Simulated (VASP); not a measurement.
**BeS: single point with LDA**

BeS:

```
S Be
1.0
     0.00000    2.45691    2.45691
     2.45691    0.00000    2.45691
     2.45691    2.45691    0.00000
S Be
1 1
Direct
  0.75000 0.75000 0.75000
  0.00000 0.00000 0.00000
```

```
Program             : VASP 6.6.1
Task                : single point
Functional          : LDA
Potentials or basis : VASP PAW LDA potentials, release 64 (S, Be)
Cutoff              : 520 eV
k mesh              : 9 × 9 × 9
Occupations         : fermi-dirac, width 0.05 eV
Spin                : no spin polarisation
```

```
Pressure               : -6.4 GPa
Band gap on the k mesh : 3.08 eV (least direct gap 5.35 eV)
```

Levels at points of the mesh, in eV from the valence-band top:
| k point | band 1 | band 2 | band 3 | band 4 | band 5 | band 6 | band 7 | band 8 | band 9 |
| --- | --- | --- | --- | --- | --- | --- | --- | --- | --- |
| (0.00, 0.00, 0.00) | -13.40 | 0.00 | 0.00 | 0.00 | 5.35 | 5.56 | 5.56 | 5.56 | 12.73 |

Wall time 6.2 s on 1 thread of AMD EPYC 9R45 96-Core Processor (Zen 5), with other jobs on the host, peak memory 0.1 GiB.

Caveat: the cell stands under tension; an odd mesh through Γ misses points on the zone boundary, where band edges can lie.
